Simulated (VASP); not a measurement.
# H19C2NO8 in VASP: single point with PBE

Aim: the single point of H19C2NO8 with PBE.

Program: VASP 6.6.1. These are calculated values, not measurements. Logs are shortened: lines on timing, memory, paths and dates and some standing lists are left out, and cuts for length are marked.

## (1) The cell of the first run

The cell holds a disordered packing, 30 atoms: a = 7.519 Å, b = 7.519 Å, c = 7.519 Å, α = 90.00°, β = 90.00°, γ = 90.00°.

## (2) Single point, PBE

The input, INCAR:

```
SYSTEM = H19C2NO8
  PREC = Accurate
  ENCUT = 1000
  EDIFF = 1E-6
  ISMEAR = -1
  SIGMA = 0.05
  LREAL = Auto
  LASPH = .TRUE.
  NELM = 120
  ALGO = Normal
  ISIF = 2
  LWAVE = .FALSE.
  LCHARG = .FALSE.
  GGA = PE
  NBANDS = 61
  GGA_COMPAT = .FALSE.
```

The input, KPOINTS:

```
regular mesh
0
G
  1 1 1
  0 0 0
```

The input, POSCAR:

```
H19C2NO8
1.0
    7.5190630000      0.0000000000      0.0000000000
    0.0000000000      7.5190630000      0.0000000000
    0.0000000000      0.0000000000      7.5190630000
O H C N
8 19 2 1
Direct
    0.1864727028      0.8177481689      0.7965753180
    0.0467877447      0.2778404703      0.7590972439
    0.0724292375      0.5698981376      0.5446024325
    0.4345222270      0.9961214582      0.5762819117
    0.7893802725      0.0277029199      0.9639498964
    0.5464510671      0.7582327745      0.3209974434
    0.3163160091      0.3104376170      0.3720676366
    0.8901375078      0.8286404835      0.2421578327
    0.2294966806      0.7742321084      0.9133850853
    0.2784921472      0.8908423829      0.7371397207
    0.1432359325      0.3079240060      0.8372452791
    0.0475591174      0.3757516063      0.6742994440
    0.1196957653      0.6592443766      0.6330310040
   -0.0056921986      0.6217530030      0.4528755777
    0.4008478184      1.1017862199      0.5094251770
    0.4802726084      0.9132919886      0.4854860240
    0.8846448022      0.0570815805      0.8799633678
    0.7176825091     -0.0621885998      0.8983699166
    0.6740334534      0.7789534414      0.3050646071
    0.5025493203      0.7117243199      0.2032434095
    0.2404953915      0.4104899773      0.4195469568
    0.3963791765      0.3629840580      0.2864984640
    0.9674609722      0.9118290404      0.3084426876
    0.8733003035      0.9095016227      0.1370516512
    0.5747524658      0.3941714546      0.6166060851
    0.7654145204      0.5101832502      0.7097426900
    0.7096894919      0.3025509960      0.8115505882
    0.6500145031      0.4242283912      0.7405311008
    0.5432724796      0.5263820771      0.8719703506
    0.4475690655      0.5917625640      0.9744033266
```

Potentials or basis: VASP PAW PBE potentials, release 64 (O_h, H_h, C_h, N_h).

The run is started by

```sh
cat potpaw_PBE.64/O_h/POTCAR potpaw_PBE.64/H_h/POTCAR potpaw_PBE.64/C_h/POTCAR potpaw_PBE.64/N_h/POTCAR > POTCAR
mpirun -np 1 vasp_gam > vasp.out
```

OUTCAR:

```text
SYSTEM = H19C2NO8
   PREC = Accurate
   ENCUT = 1000
   EDIFF = 1E-6
   ISMEAR = -1
   LREAL = Auto
   LASPH = .TRUE.
   NELM = 120
   ISIF = 2
   GGA = PE

 ion  position               nearest neighbor table
   1  0.186  0.818  0.797-  10 0.99   9 0.99
   2  0.047  0.278  0.759-  11 0.96  12 0.97
   3  0.072  0.570  0.545-  14 0.99  13 1.01
   4  0.435  0.996  0.576-  15 0.97  16 0.99
   5  0.789  0.028  0.964-  17 0.98  18 1.00
   6  0.546  0.758  0.321-  19 0.98  20 1.01
   7  0.316  0.310  0.372-  22 0.97  21 1.01
   8  0.890  0.829  0.242-  23 0.99  24 1.01
   9  0.229  0.774  0.913-   1 0.99
  10  0.278  0.891  0.737-   1 0.99
  11  0.143  0.308  0.837-   2 0.96
  12  0.048  0.376  0.674-   2 0.97
  13  0.120  0.659  0.633-   3 1.01
  14  0.994  0.622  0.453-   3 0.99
[... 11 lines left out ...]
  26  0.765  0.510  0.710-  28 1.11
  27  0.710  0.303  0.812-  28 1.15
  28  0.650  0.424  0.741-  26 1.11  25 1.11  27 1.15  29 1.49
  29  0.543  0.526  0.872-  30 1.16  28 1.49
  30  0.448  0.592  0.974-  29 1.16

  LATTYP: Found a simple cubic cell.
 ALAT       =     7.5190630000

  Lattice vectors:

 A1 = (   7.5190630000,   0.0000000000,   0.0000000000)
 A2 = (   0.0000000000,   7.5190630000,   0.0000000000)
 A3 = (   0.0000000000,   0.0000000000,   7.5190630000)

Analysis of symmetry for initial positions (statically):
=====================================================================
 Subroutine PRICEL returns:
 Original cell was already a primitive cell.

 Routine SETGRP: Setting up the symmetry group for a
 simple cubic supercell.

 Subroutine GETGRP returns: Found  1 space group operations
 (whereof  1 operations were pure point group operations)
 out of a pool of 48 trial point group operations.

The static configuration has the point symmetry C_1 .

Analysis of symmetry for dynamics (positions and initial velocities):
=====================================================================
 Subroutine PRICEL returns:
 Original cell was already a primitive cell.

 Routine SETGRP: Setting up the symmetry group for a
 simple cubic supercell.

 Subroutine GETGRP returns: Found  1 space group operations
 (whereof  1 operations were pure point group operations)
 out of a pool of 48 trial point group operations.

The dynamic configuration has the point symmetry C_1 .

 Subroutine INISYM returns: Found  1 space group operations
 (whereof  1 operations are pure point group operations),
 and found     1 'primitive' translations

----------------------------------------------------------------------------------------

                                     Primitive cell

  volume of cell :     425.1001

  direct lattice vectors                    reciprocal lattice vectors
     7.519063000  0.000000000  0.000000000     0.132995295  0.000000000  0.000000000
     0.000000000  7.519063000  0.000000000     0.000000000  0.132995295  0.000000000
     0.000000000  0.000000000  7.519063000     0.000000000  0.000000000  0.132995295

  length of vectors
     7.519063000  7.519063000  7.519063000     0.132995295  0.132995295  0.132995295

  position of ions in fractional coordinates (direct lattice)
     0.186472703  0.817748169  0.796575318
     0.046787745  0.277840470  0.759097244
     0.072429238  0.569898138  0.544602432
     0.434522227  0.996121458  0.576281912
     0.789380272  0.027702920  0.963949896
     0.546451067  0.758232775  0.320997443
[... 22 lines left out ...]
     0.543272480  0.526382077  0.871970351
     0.447569065  0.591762564  0.974403327

  ion indices of the primitive-cell ions
   primitive index   ion index
                 1           1
                 2           2
                 3           3
                 4           4
                 5           5
                 6           6
[... 22 lines left out ...]
                29          29
                30          30

----------------------------------------------------------------------------------------

 KPOINTS: regular mesh

Automatic generation of k-mesh.
 Grid dimensions read from file:
 generate k-points for:    1    1    1

 Generating k-lattice:

  Cartesian coordinates                     Fractional coordinates (reciprocal lattice)
     0.132995295  0.000000000  0.000000000     1.000000000  0.000000000  0.000000000
     0.000000000  0.132995295  0.000000000     0.000000000  1.000000000  0.000000000
     0.000000000  0.000000000  0.132995295     0.000000000  0.000000000  1.000000000

  Length of vectors
     0.132995295  0.132995295  0.132995295

  Shift w.r.t. Gamma in fractional coordinates (k-lattice)
     0.000000000  0.000000000  0.000000000

 Subroutine IBZKPT returns following result:
 ===========================================

 Found      1 irreducible k-points:

 Following reciprocal coordinates:
            Coordinates               Weight
  0.000000  0.000000  0.000000      1.000000
   k-points           NKPTS =      1   k-points in BZ     NKDIM =      1   number of bands    NBANDS=     61
   number of dos      NEDOS =    301   number of ions     NIONS =     30
   total plane-waves  NPLWV = 512000
   dimension x,y,z NGX =    80 NGY =   80 NGZ =   80
   dimension x,y,z NGXF=   160 NGYF=  160 NGZF=  160
   ions per type =               8  19   2   1
   NGX,Y,Z   is equivalent  to a cutoff of  17.69, 17.69, 17.69 a.u.
   NGXF,Y,Z  is equivalent  to a cutoff of  35.38, 35.38, 35.38 a.u.
 SYSTEM =  H19C2NO8
   PREC   = accura    normal or accurate (medium, high low for compatibility)
   ISTART =      0    job   : 0-new  1-cont  2-samecut
   ICHARG =      2    charge: 1-file 2-atom 10-const
   ISPIN  =      1    spin polarized calculation?
   LNONCOLLINEAR =      F non collinear calculations
   LSORBIT =      F    spin-orbit coupling
   LASPH  =      T    aspherical Exc in radial PAW
   ENCUT  = 1000.0 eV  73.50 Ry    8.57 a.u.  19.39 19.39 19.39*2*pi/ulx,y,z
   NELM   =    120;   NELMIN=  2; NELMDL= -5     # of ELM steps
   EDIFF  = 0.1E-05   stopping-criterion for ELM
   LREAL  =      T    real-space projection
   EDIFFG = 0.1E-04   stopping-criterion for IOM
   NSW    =      0    number of steps for IOM
   IBRION =     -1    ionic relax: 0-MD 1-quasi-New 2-CG
   NFREE  =      0    steps in history (QN), initial steepest desc. (CG)
   ISIF   =      2    stress and relaxation
   ISYM   =      2    0-nonsym 1-usesym 2-fastsym
   POTIM  = 0.5000    time-step for ionic-motion
   TEBEG  =    0.0;   TEEND  =   0.0 temperature during run
   PSTRESS=    0.0 pullay stress
   NELECT =      80.0000    total number of electrons
   NUPDOWN=      -1.0000    fix difference up-down
   EMIN   =  10.00;   EMAX   =-10.00  energy-range for DOS
   EFERMI =   0.00;   METHOD = LEGACY
   ISMEAR =    -1;   SIGMA  =   0.05  broadening in eV -4-tet -1-fermi 0-gaus
   EFERMI_NEDOS =   21; number of points for ismear=-14 and -15
   IALGO  =     38    algorithm
   IMIX   =      4    mixing-type and parameters
     AMIX     =   0.40;   BMIX     =  1.00
     AMIX_MAG =   1.60;   BMIX_MAG =  1.00
  volume/ion in A,a.u.               =      14.17        95.62
  Fermi-wavevector in a.u.,A,eV,Ry     =   0.938155  1.772855 11.974952  0.880134
  Thomas-Fermi vector in A             =   2.065338
   LORBIT       =      0    0 simple, 1 ext, 2 COOP (PROOUT), +10 PAW based schemes
   GGA     = PE    functional components
   LHFCALC =     F    Hartree Fock is set to
   AEXX    =    0.0000 exact exchange contribution
   IVDW    =     0    specifies the selected vdW correction
   LEPSILON=     F    determine dielectric tensor
   LRPA    =     F    only Hartree local field effects (RPA)
 non-spin polarized calculation
  energy-cutoff  :     1000.00
  volume of cell :      425.10
 maximum number of plane-waves:     15276
 NGX is ok and might be reduce to    80
   NGX = 39   NGY = 39   NGZ = 39

 number of electron      80.0000008 magnetization

 Free energy of the ion-electron system (eV)
  ---------------------------------------------------
  ext. energy  EPLUGINS =         0.00000000
  ---------------------------------------------------
  free energy    TOTEN  =      -154.02473146 eV

  energy without entropy =     -154.02473146  energy(sigma->0) =     -154.02473146

 E-fermi :  -2.8909     XC(G=0):  -5.6925

 val. band max:       -4.1057332092   @ k =   0.0000   0.0000   0.0000
 cond. band min:       0.4369033099   @ k =   0.0000   0.0000   0.0000
 fundamental gap:      4.5426365191
 Fermi energy:        -2.8909171722

 k-point     1 :       0.0000    0.0000    0.0000
  band No.  band energies     occupation
      1     -23.2044      2.00000
      2     -22.7913      2.00000
      3     -22.6764      2.00000
      4     -22.3453      2.00000
      5     -22.2849      2.00000
      6     -22.1693      2.00000
[... 44 lines left out ...]
     51       4.8293      0.00000
     52       4.9795      0.00000
 [bands above 52 left out]

------------------------ aborting loop because EDIFF is reached ----------------------------------------

  FORCE on cell =-STRESS in cart. coord.  units (eV):
  Direction    XX          YY          ZZ          XY          YZ          ZX
  --------------------------------------------------------------------------------------
  -------------------------------------------------------------------------------------
  Total       -1.0669330     -3.6339930     -5.0099149     -0.0860054     -1.8337761     -1.1092843
  in kB       -4.0212081    -13.6963076    -18.8820767     -0.3241494     -6.9113951     -4.1808278
  external PRESSURE =     -12.1998641 kB  Pullay stress =       0.0000000 kB

 VOLUME and BASIS-vectors are now :
 -----------------------------------------------------------------------------
  energy-cutoff  :     1000.00
  volume of cell :      425.10
      direct lattice vectors                 reciprocal lattice vectors
     7.519063000  0.000000000  0.000000000     0.132995295  0.000000000  0.000000000
     0.000000000  7.519063000  0.000000000     0.000000000  0.132995295  0.000000000
     0.000000000  0.000000000  7.519063000     0.000000000  0.000000000  0.132995295

 POSITION                                       TOTAL-FORCE (eV/Angst)
 -----------------------------------------------------------------------------------
      1.40210      6.14870      5.98950        -0.368898     -0.324833      0.432058
      0.35180      2.08910      5.70770        -0.247402     -0.584843      0.242126
      0.54460      4.28510      4.09490         0.019072     -0.089870     -0.250509
      3.26720      7.48990      4.33310         0.135519     -0.186329      0.384874
      5.93540      0.20830      7.24800        -0.376174     -0.724405     -0.743945
      4.10880      5.70120      2.41360        -0.776268     -0.635897     -0.796990
[... 22 lines left out ...]
      4.08490      3.95790      6.55640         0.052030     -1.240484     -0.978038
      3.36530      4.44950      7.32660         0.262577      0.203715      0.211275
 -----------------------------------------------------------------------------------
    total drift:                               -0.002906      0.001191      0.000328

  FREE ENERGIE OF THE ION-ELECTRON SYSTEM (eV)
  ---------------------------------------------------
  free  energy   TOTEN  =      -154.0247314645 eV

  energy  without entropy=     -154.0247314644  energy(sigma->0) =     -154.02473146
```

Run time: 87 s. Hardware: 1 thread of Intel Xeon 6975P-C (Granite Rapids), shared host; peak memory 0.99 GiB.

Results:

* Free energy: -154.0247 eV
* Pressure: -1.2 GPa
* Largest force: 1.655 eV/Å

Forces on the atoms (eV/Å):
```
O   -0.369 -0.325  0.432
O   -0.247 -0.585  0.242
O    0.019 -0.090 -0.251
O    0.136 -0.186  0.385
O   -0.376 -0.724 -0.744
O   -0.776 -0.636 -0.797
O   -0.700  0.522  0.616
O    1.105  1.204  0.259
H    0.076  0.346 -1.036
H    0.184 -0.035  0.074
H    0.360 -0.058  0.381
H   -0.148  0.334 -0.413
H   -0.400  0.179 -0.483
H    0.547  0.149  0.651
H   -0.234  0.284 -0.091
H   -0.197 -0.131 -0.157
H    0.097  0.163  0.011
H    0.430  0.766  0.475
H    0.313  0.101 -0.219
H    0.381  0.472  1.113
H    0.677 -0.711 -0.380
H    0.037  0.261 -0.126
H   -0.322 -0.723  0.201
H   -0.531 -0.546 -0.257
H    0.132  0.011  0.608
H   -0.158 -0.235 -0.216
H   -0.823  0.985 -0.810
C    0.474  0.244  1.296
C    0.052 -1.240 -0.978
N    0.263  0.204  0.211
```

Levels at points of the mesh, in eV from the Fermi level:
| k point | band 36 | band 37 | band 38 | band 39 | band 40 | band 41 | band 42 | band 43 | band 44 | band 45 |
| --- | --- | --- | --- | --- | --- | --- | --- | --- | --- | --- |
| (0.00, 0.00, 0.00) | -1.73 | -1.65 | -1.43 | -1.35 | -1.21 | 3.33 | 4.38 | 4.54 | 5.64 | 5.79 |

Caveat: the k points lie up to 0.84 Å⁻¹ apart, too coarse for converged energies, forces and pressures.
